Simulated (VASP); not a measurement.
**Si2Ni: relaxation of cell and atoms with PBE**

The system is Si2Ni.

```
CELL_PARAMETERS angstrom
0.00000 2.70300 2.70300
2.70300 0.00000 2.70300
2.70300 2.70300 0.00000
ATOMIC_POSITIONS crystal
Si 0.25000 0.25000 0.25000
Si 0.75000 0.75000 0.75000
Ni 0.00000 0.00000 0.00000
```

```yaml
Program: VASP 6.6.1
Task: relaxation of cell and atoms
Functional: PBE
Potentials_or_basis: VASP PAW PBE potentials, release 64 (Si, Ni)
Cutoff: 600 eV
k_mesh: 9 × 9 × 9
Occupations: fermi-dirac, width 0.1 eV
Spin: collinear spin, ferromagnetic start
Starting_moments: "[0.0, 0.0, 1.5] μB"
Target_pressure: 5 GPa
Dipole_correction: no
Further_INCAR_settings: ALGO = Normal; EDIFF = 1e-07; IBRION = 2; EDIFFG = -0.05; NSW = 80; ISIF = 3
```

```json
{"Relaxed volume": "13.05 Å³/atom", "Relaxed cell": "a = 3.812 Å, b = 3.812 Å, c = 3.812 Å, α = 60.00°, β = 60.00°, γ = 60.00°", "Space group after relaxing (to 0.1 Å)": "Fm-3m (No. 225)", "Energy change on relaxing (the run minimises the enthalpy)": "+3.0 meV/atom", "Ionic steps": "3", "Pressure after relaxing": "5.0 GPa", "Band gap on the k mesh": "zero (filled and empty bands overlap)", "Net moment": "0.00 μB per cell", "Valence electrons inside the program's atomic spheres": "Si 1.59; Ni 9.83"}
```

The path:
| step | energy change (eV) | largest force (eV/Å) | pressure (GPa) | volume (Å³) |
| --- | --- | --- | --- | --- |
| 1 | 0.0000 | 0.0000 | 3.56 | 39.50 |
| 2 | 0.0209 | 0.0000 | 6.42 | 38.83 |
| 3 | 0.0091 | 0.0000 | 5.00 | 39.16 |

Final structure:
```
CELL_PARAMETERS angstrom
0.00000 2.69519 2.69519
2.69519 0.00000 2.69519
2.69519 2.69519 0.00000
ATOMIC_POSITIONS crystal
Si 0.25000 0.25000 0.25000
Si 0.75000 0.75000 0.75000
Ni 0.00000 0.00000 0.00000
```

Levels at points of the mesh, in eV from the Fermi level:
Spin up:
```csv
k point,band 6,band 7,band 8,band 9,band 10,band 11,band 12,band 13
"(0.00, 0.00, 0.00)",-3.56,-0.24,1.71,1.71,1.71,2.26,2.26,2.26
```
Spin down:
```csv
k point,band 7,band 8,band 9,band 10,band 11,band 12
"(0.00, 0.00, 0.00)",-0.24,1.71,1.71,1.71,2.26,2.26
```

Wall time 3.1 min on 1 thread of Intel Xeon 8259CL, on a shared host, peak memory 0.23 GiB.

Caveat: the cell is relaxed towards a set pressure, so the run minimises the enthalpy, not the energy.
